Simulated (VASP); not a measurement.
# AlN (P1) in VASP: a series of runs

AlN is run at these levels: PBE; tasks: single point.

All numbers are computed with VASP 6.6.1; they aren't measurements. Logs are shortened: lines on timing, memory, paths and dates and some standing lists are left out, and cuts for length are marked.

### 1 The cell of the first run

The typed cell holds 8 atoms: a = 6.226 Å, b = 3.113 Å, c = 4.981 Å, α = 90.00°, β = 90.00°, γ = 120.00°.

### 2 Single point, PBE

File INCAR:

```
SYSTEM = AlN
  ALGO = Normal
  EDIFF = 1E-6
  ENCUT = 520
  GGA = PE
  GGA_COMPAT = .False.
  ISIF = 2
  ISMEAR = 0
  LASPH = .True.
  LCHARG = .True.
  LELF = .True.
  LREAL = .False.
  LVHAR = .True.
  LWAVE = .False.
  NBANDS = 26
  NELM = 120
  PREC = Accurate
  SIGMA = 0.01
```

File KPOINTS:

```
k-points
0
Gamma
  3 3 2
  0 0 0
```

File POSCAR:

```
AlN
1.0
    6.2260000000      0.0000000000      0.0000000000
   -1.5565000000      2.6959370800      0.0000000000
    0.0000000000      0.0000000000      4.9810000000
Al N
4 4
Direct
    0.1638434865      0.6664224523      0.0024711905
    0.3365618413      0.3333119332      0.5025812086
    0.6680669810      0.6718124149     -0.0053611725
    0.8287955201      0.3249289483      0.5009313391
    0.1653066529      0.6598607264      0.3792613933
    0.3359245488      0.3470255322      0.8785944589
    0.6681589070      0.6638511756      0.3776667336
    0.8358730056      0.3360516114      0.8832776551
```

Potentials or basis: VASP PAW PBE potentials, release 64 (Al, N).

Started as:

```bash
$ cat potpaw_PBE.64/Al/POTCAR potpaw_PBE.64/N/POTCAR > POTCAR
$ mpirun -np 1 vasp_std > vasp.out
```

OUTCAR:

```text
SYSTEM = AlN
   EDIFF = 1E-6
   ENCUT = 520
   GGA = PE
   ISIF = 2
   ISMEAR = 0
   LASPH = .True.
   LREAL = .False.
   NELM = 120
   PREC = Accurate

 ion  position               nearest neighbor table
   1  0.164  0.666  0.002-   8 1.87   5 1.88   6 1.89   6 1.94   4 3.07   2 3.07   2 3.07   4 3.08
                             2 3.09   2 3.09   3 3.09   3 3.10   3 3.13   3 3.13
   2  0.337  0.333  0.503-   6 1.87   7 1.89   5 1.91   5 1.92   3 3.03   1 3.07   1 3.07   4 3.08
                             4 3.08   1 3.09   1 3.09   3 3.10   4 3.15   4 3.15
   3  0.668  0.672  0.995-   8 1.87   6 1.88   8 1.89   7 1.91   4 3.02   2 3.03   4 3.05   4 3.08
                             1 3.09   1 3.10   2 3.10   4 3.10   1 3.13   1 3.13
   4  0.829  0.325  0.501-   7 1.88   7 1.89   8 1.90   5 1.91   3 3.02   3 3.05   1 3.07   3 3.08
                             2 3.08   2 3.08   1 3.08   3 3.10   2 3.15   2 3.15
   5  0.165  0.660  0.379-   1 1.88   2 1.91   4 1.91   2 1.92
   6  0.336  0.347  0.879-   2 1.87   3 1.88   1 1.89   1 1.94
   7  0.668  0.664  0.378-   4 1.88   4 1.89   2 1.89   3 1.91
   8  0.836  0.336  0.883-   1 1.87   3 1.87   3 1.89   4 1.90

  Warning from LATTYP: Monoclinic adjustment (A1->A3, A2->A1, A3->A2)!
  LATTYP: Found a simple orthorhombic cell.
 ALAT       =     3.1129999983
 B/A-ratio  =     1.6000642476
 C/A-ratio  =     1.7320508082

  Lattice vectors:

 A1 = (  -1.5565000000,   2.6959370800,   0.0000000000)
 A2 = (   0.0000000000,   0.0000000000,   4.9810000000)
 A3 = (   4.6695000000,   2.6959370800,   0.0000000000)

Analysis of symmetry for initial positions (statically):
=====================================================================
 Subroutine PRICEL returns:
 Original cell was already a primitive cell.

 Routine SETGRP: Setting up the symmetry group for a
 simple orthorhombic supercell.

 Subroutine GETGRP returns: Found  1 space group operations
 (whereof  1 operations were pure point group operations)
 out of a pool of  8 trial point group operations.

The static configuration has the point symmetry C_1 .

Analysis of symmetry for dynamics (positions and initial velocities):
=====================================================================
 Subroutine PRICEL returns:
 Original cell was already a primitive cell.

 Routine SETGRP: Setting up the symmetry group for a
 simple orthorhombic supercell.

 Subroutine GETGRP returns: Found  1 space group operations
 (whereof  1 operations were pure point group operations)
 out of a pool of  8 trial point group operations.

The dynamic configuration has the point symmetry C_1 .

 Subroutine INISYM returns: Found  1 space group operations
 (whereof  1 operations are pure point group operations),
 and found     1 'primitive' translations

----------------------------------------------------------------------------------------

                                     Primitive cell

  volume of cell :      83.6056

  direct lattice vectors                    reciprocal lattice vectors
     6.226000000  0.000000000  0.000000000     0.160616768  0.092732135  0.000000000
    -1.556500000  2.695937080  0.000000000     0.000000000  0.370928538  0.000000000
     0.000000000  0.000000000  4.981000000     0.000000000  0.000000000  0.200762899

  length of vectors
     6.226000000  3.112999998  4.981000000     0.185464269  0.370928538  0.200762899

  position of ions in fractional coordinates (direct lattice)
     0.163843486  0.666422452  0.002471191
     0.336561841  0.333311933  0.502581209
     0.668066981  0.671812415  0.994638827
     0.828795520  0.324928948  0.500931339
     0.165306653  0.659860726  0.379261393
     0.335924549  0.347025532  0.878594459
     0.668158907  0.663851176  0.377666734
     0.835873006  0.336051611  0.883277655

  ion indices of the primitive-cell ions
   primitive index   ion index
                 1           1
                 2           2
                 3           3
                 4           4
                 5           5
                 6           6
                 7           7
                 8           8

----------------------------------------------------------------------------------------

 KPOINTS: k-points

Automatic generation of k-mesh.
 Grid dimensions read from file:
 generate k-points for:    3    3    2

 Generating k-lattice:

  Cartesian coordinates                     Fractional coordinates (reciprocal lattice)
     0.053538923  0.030910712  0.000000000     0.333333333 -0.000000000  0.000000000
     0.000000000  0.123642846  0.000000000     0.000000000  0.333333333  0.000000000
     0.000000000  0.000000000  0.100381450     0.000000000  0.000000000  0.500000000

  Length of vectors
     0.061821423  0.123642846  0.100381450

  Shift w.r.t. Gamma in fractional coordinates (k-lattice)
     0.000000000  0.000000000  0.000000000

 Subroutine IBZKPT returns following result:
 ===========================================

 Found     10 irreducible k-points:

 Following reciprocal coordinates:
            Coordinates               Weight
  0.000000  0.000000  0.000000      1.000000
  0.333333  0.000000  0.000000      2.000000
  0.000000  0.333333  0.000000      2.000000
  0.333333  0.333333  0.000000      2.000000
 -0.333333  0.333333  0.000000      2.000000
  0.000000  0.000000  0.500000      1.000000
  0.333333  0.000000  0.500000      2.000000
  0.000000  0.333333  0.500000      2.000000
  0.333333  0.333333  0.500000      2.000000
 -0.333333  0.333333  0.500000      2.000000
   k-points           NKPTS =     10   k-points in BZ     NKDIM =     10   number of bands    NBANDS=     26
   number of dos      NEDOS =    301   number of ions     NIONS =      8
   total plane-waves  NPLWV =  46080
   dimension x,y,z NGX =    48 NGY =   24 NGZ =   40
   dimension x,y,z NGXF=    96 NGYF=   48 NGZF=   80
   ions per type =               4   4
   NGX,Y,Z   is equivalent  to a cutoff of  12.82, 12.82, 13.35 a.u.
   NGXF,Y,Z  is equivalent  to a cutoff of  25.63, 25.63, 26.70 a.u.
 SYSTEM =  AlN
   PREC   = accura    normal or accurate (medium, high low for compatibility)
   ISTART =      0    job   : 0-new  1-cont  2-samecut
   ICHARG =      2    charge: 1-file 2-atom 10-const
   ISPIN  =      1    spin polarized calculation?
   LNONCOLLINEAR =      F non collinear calculations
   LSORBIT =      F    spin-orbit coupling
   LASPH  =      T    aspherical Exc in radial PAW
   ENCUT  =  520.0 eV  38.22 Ry    6.18 a.u.  11.58  5.79  9.26*2*pi/ulx,y,z
   NELM   =    120;   NELMIN=  2; NELMDL= -5     # of ELM steps
   EDIFF  = 0.1E-05   stopping-criterion for ELM
   LREAL  =      F    real-space projection
   EDIFFG = 0.1E-04   stopping-criterion for IOM
   NSW    =      0    number of steps for IOM
   IBRION =     -1    ionic relax: 0-MD 1-quasi-New 2-CG
   NFREE  =      0    steps in history (QN), initial steepest desc. (CG)
   ISIF   =      2    stress and relaxation
   ISYM   =      2    0-nonsym 1-usesym 2-fastsym
   POTIM  = 0.5000    time-step for ionic-motion
   TEBEG  =    0.0;   TEEND  =   0.0 temperature during run
   PSTRESS=    0.0 pullay stress
   NELECT =      32.0000    total number of electrons
   NUPDOWN=      -1.0000    fix difference up-down
   EMIN   =  10.00;   EMAX   =-10.00  energy-range for DOS
   EFERMI =   0.00;   METHOD = LEGACY
   ISMEAR =     0;   SIGMA  =   0.01  broadening in eV -4-tet -1-fermi 0-gaus
   EFERMI_NEDOS =   21; number of points for ismear=-14 and -15
   IALGO  =     38    algorithm
   IMIX   =      4    mixing-type and parameters
     AMIX     =   0.40;   BMIX     =  1.00
     AMIX_MAG =   1.60;   BMIX_MAG =  1.00
  volume/ion in A,a.u.               =      10.45        70.52
  Fermi-wavevector in a.u.,A,eV,Ry     =   1.188629  2.246183 19.222843  1.412839
  Thomas-Fermi vector in A             =   2.324754
   LORBIT       =      0    0 simple, 1 ext, 2 COOP (PROOUT), +10 PAW based schemes
   GGA     = PE    functional components
   LHFCALC =     F    Hartree Fock is set to
   AEXX    =    0.0000 exact exchange contribution
   IVDW    =     0    specifies the selected vdW correction
   LEPSILON=     F    determine dielectric tensor
   LRPA    =     F    only Hartree local field effects (RPA)
 non-spin polarized calculation
 Gauss-broadening in eV      SIGMA  =   0.01
  energy-cutoff  :      520.00
  volume of cell :       83.61
 maximum number of plane-waves:      2274
 NGX is ok and might be reduce to    48
   NGX = 23   NGY = 11   NGZ = 19

 number of electron      31.9999999 magnetization

 Free energy of the ion-electron system (eV)
  ---------------------------------------------------
  ext. energy  EPLUGINS =         0.00000000
  ---------------------------------------------------
  free energy    TOTEN  =       -59.36692588 eV

  energy without entropy =      -59.36692588  energy(sigma->0) =      -59.36692588

 E-fermi :   6.2250     XC(G=0): -10.9023

 val. band max:        6.1381138236   @ k =   0.0000   0.0000   0.0000
 cond. band min:      10.3397980073   @ k =   0.0000   0.0000   0.0000
 fundamental gap:      4.2016841837
 Fermi energy:         6.2250332702

 k-point     1 :       0.0000    0.0000    0.0000
  band No.  band energies     occupation
      1      -9.0297      2.00000
      2      -7.0479      2.00000
      3      -6.8848      2.00000
      4      -6.3550      2.00000
      5       0.1483      2.00000
      6       0.7304      2.00000
[... 18 lines left out ...]
     25      17.2411      0.00000
     26      17.3705      0.00000

 k-point     2 :       0.3333    0.0000    0.0000
  band No.  band energies     occupation
      1      -8.6871      2.00000
      2      -7.7754      2.00000
      3      -6.7019      2.00000
      4      -6.3346      2.00000
      5       0.5636      2.00000
      6       1.6621      2.00000
[... 18 lines left out ...]
     25      17.4690      0.00000
[... 202 lines left out ...]
     25      17.2808      0.00000
     26      17.2977      0.00000

 k-point    10 :      -0.3333    0.3333    0.5000
  band No.  band energies     occupation
      1      -7.3937      2.00000
      2      -7.2799      2.00000
      3      -6.5298      2.00000
      4      -6.4103      2.00000
      5       1.2658      2.00000
      6       1.3510      2.00000
[... 18 lines left out ...]
     25      17.4297      0.00000
     26      17.5118      0.00000

------------------------ aborting loop because EDIFF is reached ----------------------------------------

  FORCE on cell =-STRESS in cart. coord.  units (eV):
  Direction    XX          YY          ZZ          XY          YZ          ZX
  --------------------------------------------------------------------------------------
  -------------------------------------------------------------------------------------
  Total        1.8025600      1.4990815      2.3326746     -0.2522326      0.1408706      0.1985393
  in kB       34.5433861     28.7276704     44.7022450     -4.8336631      2.6995768      3.8047107
  external PRESSURE =      35.9911005 kB  Pullay stress =       0.0000000 kB

 VOLUME and BASIS-vectors are now :
 -----------------------------------------------------------------------------
  energy-cutoff  :      520.00
  volume of cell :       83.61
      direct lattice vectors                 reciprocal lattice vectors
     6.226000000  0.000000000  0.000000000     0.160616768  0.092732135  0.000000000
    -1.556500000  2.695937080  0.000000000     0.000000000  0.370928538  0.000000000
     0.000000000  0.000000000  4.981000000     0.000000000  0.000000000  0.200762899

 POSITION                                       TOTAL-FORCE (eV/Angst)
 -----------------------------------------------------------------------------------
     -0.01720      1.79663      0.01231         0.450382      0.513629     -0.251009
      1.57663      0.89859      2.50336        -0.440048     -0.260784     -0.579217
      3.11371      1.81116      4.95430         0.002155     -0.196872      0.369433
      4.65433      0.87599      2.49514         0.507109      0.309617     -0.268135
      0.00213      1.77894      1.88910         0.040198      0.218447      0.456291
      1.55132      0.93556      4.37628        -0.024264     -0.516137      0.359736
      3.12667      1.78970      1.88116        -0.142116     -0.027849      0.242068
      4.68108      0.90597      4.39961        -0.393417     -0.040051     -0.329167
 -----------------------------------------------------------------------------------
    total drift:                                0.000131     -0.000083      0.000739

  FREE ENERGIE OF THE ION-ELECTRON SYSTEM (eV)
  ---------------------------------------------------
  free  energy   TOTEN  =       -59.3669258828 eV

  energy  without entropy=      -59.3669258828  energy(sigma->0) =      -59.36692588
```

Wall time 24 s (1 thread of Intel Xeon 8259CL, shared host); peak memory 0.2 GiB.

What came out:

* Free energy: -59.3669 eV
* Pressure: 3.6 GPa
* Largest force: 0.773 eV/Å
* Band gap on the k mesh: 4.20 eV

Forces in eV/Å, atoms in the order of the input:
```
Al   0.450  0.514 -0.251
Al  -0.440 -0.261 -0.579
Al   0.002 -0.197  0.369
Al   0.507  0.310 -0.268
N    0.040  0.218  0.456
N   -0.024 -0.516  0.360
N   -0.142 -0.028  0.242
N   -0.393 -0.040 -0.329
```

Stress tensor (GPa, compression positive):
```
 3.45 -0.48  0.38
-0.48  2.87  0.27
 0.38  0.27  4.47
```

Levels at points of the mesh, in eV from the valence-band top:
```tsv
k point	band 14	band 15	band 16	band 17	band 18	band 19
(0.00, 0.00, 0.00)	-0.17	-0.12	0.00	4.20	5.80	5.86
(0.00, 0.00, 0.50)	-0.52	-0.43	-0.42	5.27	5.30	6.42
```

Caveat: the k points lie up to 0.67 Å⁻¹ apart. As with any semilocal functional, this PBE gap is likely too small.

### 3 Single point, PBE

File INCAR:

```
SYSTEM = AlN
ALGO     = Normal         ! electronic algorithm
EDIFF    = 1E-6           ! SCF threshold, eV
ENCUT    = 520            ! plane-wave cutoff, eV
GGA      = PE             ! functional
GGA_COMPAT= .FALSE.      
ISIF     = 2              ! what is computed and relaxed
ISMEAR   = 0              ! smearing method
LASPH    = .TRUE.         ! aspherical terms in the spheres
LCHARG   = .FALSE.        ! write CHGCAR
LREAL    = .FALSE.        ! projectors in reciprocal space
LWAVE    = .FALSE.        ! write WAVECAR
NBANDS   = 26             ! bands
NELM     = 120            ! most SCF steps
PREC     = Accurate       ! precision mode
SIGMA    = 0.01           ! smearing width, eV
```

File KPOINTS:

```
k-points
0
G
  3 3 2
  0 0 0
```

File POSCAR:

```
AlN
1.0
    6.2260000000      0.0000000000      0.0000000000
   -1.5565000000      2.6959370800      0.0000000000
    0.0000000000      0.0000000000      4.9810000000
Al N
4 4
Direct
    0.1650959087      0.6739396900      0.0036938366
    0.3367058898      0.3292038997      0.5013372817
    0.6690033659      0.6753607172     -0.0089837382
    0.8276409837      0.3189603372      0.4998727163
    0.1655740388      0.6574018411      0.3849819313
    0.3351346276      0.3494206178      0.8822178277
    0.6680567487      0.6594104192      0.3782880948
    0.8342275661      0.3386507077      0.8823712106
```

Potentials or basis: VASP PAW PBE potentials, release 64 (Al, N).

Started as:

```bash
$ cat potpaw_PBE.64/Al/POTCAR potpaw_PBE.64/N/POTCAR > POTCAR
$ mpirun -np 1 vasp_std > vasp.out
```

It took 22 s on 1 thread of Intel Xeon 8259CL, shared host; peak memory 0.2 GiB.

Results (log left out):

* Free energy: -59.3675 eV
* Pressure: 3.4 GPa
* Largest force: 0.739 eV/Å
* Band gap on the k mesh: 4.13 eV

Forces on the atoms (eV/Å):
```
Al   0.332  0.251 -0.138
Al  -0.495 -0.168 -0.205
Al  -0.130 -0.252  0.683
Al   0.536  0.429 -0.181
N   -0.029  0.172 -0.035
N    0.017 -0.451  0.067
N   -0.158  0.012  0.051
N   -0.073  0.006 -0.242
```

Stress tensor (GPa, compression positive):
```
 3.81 -0.97  0.21
-0.97  3.73  0.19
 0.21  0.19  2.77
```

Levels at points of the mesh, in eV from the valence-band top:
| k point | band 14 | band 15 | band 16 | band 17 | band 18 | band 19 |
| --- | --- | --- | --- | --- | --- | --- |
| (0.00, 0.00, 0.00) | -0.26 | -0.20 | 0.00 | 4.13 | 5.76 | 5.81 |
| (0.00, 0.00, 0.50) | -0.62 | -0.53 | -0.51 | 5.23 | 5.25 | 6.40 |

Caveat: the k points lie up to 0.67 Å⁻¹ apart.
